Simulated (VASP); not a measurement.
# In2GaP3: single point with PBE

Crystal: In2GaP3.

```
CELL_PARAMETERS angstrom
4.10731 0.00000 0.00000
0.00000 7.11407 0.00000
0.00000 0.00000 10.09785
ATOMIC_POSITIONS crystal
In 0.50000 0.50000 0.99320
In 0.00000 0.00000 0.99320
In 0.50000 0.16667 0.33898
In 0.00000 0.66667 0.33898
Ga 0.00000 0.33333 0.66572
Ga 0.50000 0.83333 0.66572
P 0.00000 0.00000 0.73758
P 0.50000 0.50000 0.73758
P 0.00000 0.33333 0.42979
P 0.50000 0.83333 0.42979
P 0.50000 0.16667 0.08473
P 0.00000 0.66667 0.08473
```

| Item | Value |
| --- | --- |
| Program | VASP 6.6.1 |
| Task | single point |
| Functional | PBE |
| Potentials or basis | VASP PAW PBE potentials, release 64 (In_d, Ga_d, P) |
| Cutoff | 520 eV |
| k mesh | 4 × 2 × 2 |
| Occupations | gaussian, width 0.1 eV |
| Spin | no spin polarisation |
| Dipole correction | no |
| Further INCAR settings | ALGO = Normal; EDIFF = 1e-06; NBANDS = 66 |

* Pressure: -0.1 GPa
* Largest force: 0.033 eV/Å
* Band gap on the k mesh: 0.42 eV

Forces in eV/Å, atoms in the order of the input:
```
In   0.000 -0.019 -0.013
In   0.000 -0.019 -0.013
In   0.000 -0.017 -0.007
In   0.000 -0.017 -0.007
Ga   0.000 -0.023 -0.008
Ga   0.000 -0.023 -0.008
P    0.000  0.020 -0.013
P    0.000  0.020 -0.013
P    0.000  0.020  0.026
P    0.000  0.020  0.026
P    0.000  0.019  0.015
P    0.000  0.019  0.015
```

Stress tensor (GPa, compression positive):
```
 0.34  0.00  0.00
 0.00 -0.25 -0.03
 0.00 -0.03 -0.33
```

Levels at points of the mesh, in eV from the valence-band top:
```tsv
k point	band 51	band 52	band 53	band 54	band 55	band 56	band 57	band 58
(0.00, 0.00, 0.00)	-0.63	-0.16	0.00	0.00	0.42	1.32	1.64	1.90
(0.50, 0.00, 0.00)	-2.02	-2.02	-1.08	-1.08	2.60	2.60	2.71	2.71
(0.00, 0.50, 0.00)	-0.80	-0.80	-0.75	-0.75	1.94	1.94	2.46	2.46
(0.50, 0.50, 0.00)	-1.47	-1.47	-1.30	-1.30	1.65	1.65	1.90	1.90
(0.00, 0.00, 0.50)	-0.40	-0.40	-0.21	-0.21	0.87	1.25	1.88	1.94
(0.50, 0.00, 0.50)	-1.76	-1.76	-1.62	-1.62	2.70	2.70	2.92	2.92
(0.00, 0.50, 0.50)	-1.28	-1.28	-0.53	-0.53	1.79	1.79	2.42	2.42
(0.50, 0.50, 0.50)	-1.06	-1.06	-0.96	-0.96	1.26	1.26	1.94	1.94
```

It took 4.2 min on 1 thread of Intel(R) Xeon(R) Platinum 8488C (Sapphire Rapids), with other jobs on the host, peak memory 0.45 GiB.

Caveat: the k points lie up to 0.44 Å⁻¹ apart; semilocal functionals underestimate gaps, and a narrow one can read as zero; spin-orbit coupling is left out, which moves the levels of the heavy elements. A k mesh can miss the band edges.
